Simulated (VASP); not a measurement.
A run of VASP 6.6.1:

Contents of INCAR:

```
PREC = Accurate
ENCUT = 520
EDIFF = 1E-6
ISMEAR = 0
SIGMA = 0.05
LREAL = F
LASPH = T
NELM = 150
ALGO = Normal
ISIF = 2
LWAVE = F
LCHARG = T
ISPIN = 2
MAGMOM = 0.02 -0.02 -0.01 0.01 -0.06 0.06
LORBIT = 11
LMAXMIX = 4
LDAU = T
LDAUTYPE = 1
LDAUL = 2 -1 -1
LDAUU = 4 0 0
LDAUJ = 0.5 0 0
LDAUPRINT = 1
GGA = PS
LELF = T
LVHAR = T
NBANDS = 39
```

KPOINTS

```
Automatic mesh
0
Gamma
  6 5 3
```

The input POSCAR:

```
VBrO
1.0
    3.3800001300      0.0000000000      0.0000000000
    0.0000000000      3.7750001500      0.0000000000
    0.0000000000      0.0000000000      8.4250003300
V Br O
2 2 2
Direct
    0.5000000000      0.5000000000      0.1040000000
    0.0000000000      0.0000000000      0.8960000000
    0.0000000000      0.5000000000      0.3280000000
    0.5000000000      0.0000000000      0.6720000000
    0.0000000000      0.5000000000      0.9630000000
    0.5000000000      0.0000000000      0.0370000000
```

Potentials or basis: VASP PAW PBE potentials, release 64 (V_sv, Br, O).

The run is started by

```sh
$ cat potpaw_PBE.64/V_sv/POTCAR potpaw_PBE.64/Br/POTCAR potpaw_PBE.64/O/POTCAR > POTCAR
$ mpirun -np 1 vasp_std > vasp.out
```

Hardware: 1 thread of Intel Xeon 8259CL, with other jobs on the host.

Task: How long does it take, and how much memory?

Result: Wall time 7.8 min on 1 thread of Intel Xeon 8259CL, with other jobs on the host, peak memory 0.34 GiB. Counts: scf iterations 20, k points 24.
